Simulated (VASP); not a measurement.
Input of a VASP 6.6.1 run:

Contents of INCAR:

```
PREC     = Accurate       # precision mode
ENCUT    = 520            # plane-wave cutoff, eV
EDIFF    = 1E-7           # SCF threshold, eV
ISMEAR   = 0              # smearing method
SIGMA    = 0.2            # smearing width, eV
LREAL    = False          # projectors in reciprocal space
LASPH    = True           # aspherical terms in the spheres
NELM     = 80             # most SCF steps
ALGO     = Normal         # electronic algorithm
ISIF     = 2              # what is computed and relaxed
LWAVE    = False          # write WAVECAR
LCHARG   = False          # write CHGCAR
GGA      = PE             # functional
NBANDS   = 59             # bands
```

File KPOINTS:

```
Automatic mesh
0
Gamma
  4 4 4
```

Contents of POSCAR:

```
Zr3S2
1.0
   -1.7049371821     -3.2823659787      4.2247531263
   -1.7049371821      3.2823659787      4.2247531263
   -6.8197487285      0.0000000000      0.0000000000
Zr S
6 4
Direct
    0.6862520990      0.6862520990      0.6568739505
    0.6862520990      0.6862520990      0.1568739505
    0.3137479010      0.3137479010      0.8431260495
    0.3137479010      0.3137479010      0.3431260495
    0.0000000000      0.0000000000      0.7500000000
    0.0000000000      0.0000000000      0.2500000000
    0.7131770224      0.2868229776      0.5000000000
    0.7131770224      0.2868229776      0.0000000000
    0.2868229776      0.7131770224      0.5000000000
    0.2868229776      0.7131770224      0.0000000000
```

Potentials or basis: VASP PAW PBE potentials, release 64 (Zr_sv, S).

Launch:

```bash
$ cat potpaw_PBE.64/Zr_sv/POTCAR potpaw_PBE.64/S/POTCAR > POTCAR
$ mpirun -np 1 vasp_std > vasp.out
```

**Question.** Estimate the pressure.

**Answer.** 0.1 GPa.

**Question.** Estimate the largest force.

**Answer.** 0.022 eV/Å.

**Question.** Predict the band gap on the k mesh.

**Answer.** Zero (bands 48 and 49 overlap by 0.09 eV).

Stress tensor (GPa, compression positive):
```
0.00 0.00 0.01
0.00 0.12 0.00
0.01 0.00 0.12
```
